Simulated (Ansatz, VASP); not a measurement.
## One calculation of Pt, two programs

Contents of INCAR:

```
SYSTEM = Pt
ALGO     = Normal         ! electronic algorithm
EDIFF    = 1E-6           ! SCF threshold, eV
ENCUT    = 520            ! plane-wave cutoff, eV
GGA      = PE             ! functional
ISIF     = 2              ! what is computed and relaxed
ISMEAR   = 0              ! smearing method
LASPH    = .True.         ! aspherical terms in the spheres
LCHARG   = .False.        ! write CHGCAR
LREAL    = .False.        ! projectors in reciprocal space
LWAVE    = .False.        ! write WAVECAR
NBANDS   = 11             ! bands
NELM     = 60             ! most SCF steps
PREC     = Accurate       ! precision mode
SIGMA    = 0.15           ! smearing width, eV
```

File KPOINTS:

```
k-points
0
Gamma
  20 20 20
  0 0 0
```

The input POSCAR:

```
Pt
1.0
    0.2977447067      2.1735363591      2.1735363591
    2.1735363591      0.2977447067      2.1735363591
    2.1735363591      2.1735363591      0.2977447067
Pt
1
Direct
    0.0000000000      0.0000000000      0.0000000000
```

Input for Ansatz:

```yaml
crystal:
  lattice:
    - [0.2977447067, 2.1735363591, 2.1735363591]
    - [2.1735363591, 0.2977447067, 2.1735363591]
    - [2.1735363591, 2.1735363591, 0.2977447067]
  atoms:
    - { symbol: Pt, position: [0.0, 0.0, 0.0] }
basis:
  ecutwfc: 420
kpoints:
  mp_grid: { grid: [20, 20, 20] }
hamiltonian:
  xc: pbe
  pseudopotentials: { kind: paw, azcp: { folder: soft_1 } }
scf:
  occupations: { method: gaussian, width: 0.15 }
output:
  forces: true
  stress: true
  eigenvalues: true
```

Change from the starting cell: equal engineering shear yz, xz and xy +0.1500, equal normal strain along x, y and z +0.0200.

Alike in both runs: task single point; functional PBE; k mesh 20 × 20 × 20; occupations gaussian, width 0.15 eV; no spin polarisation.

```csv
,VASP,Ansatz
version,VASP 6.6.1,Ansatz 0.2.0
potentials or method,"VASP PAW PBE potentials, release 64 (Pt), cutoff 520 eV","scalar-relativistic, plane waves, PAW"
valence electrons in the cell,10,18
```

```tsv
	VASP	Ansatz	Ansatz less VASP
gap on the k mesh at the Fermi level (eV)	none	none	-
pressure (GPa)	2.5	3.0	+0.50
traceless stress, the component that is largest in VASP (GPa)	-10.30	-10.33	-0.030
```

A gap of «none» marks a metal or a gap that the smearing closes. The functional is the same, so the differences come from potentials, cutoffs and numerics. VASP's potentials hold 10 valence electrons a cell and Ansatz's 18, so a difference there can come from the potentials and not from the codes.

Neither program's run includes spin-orbit coupling.
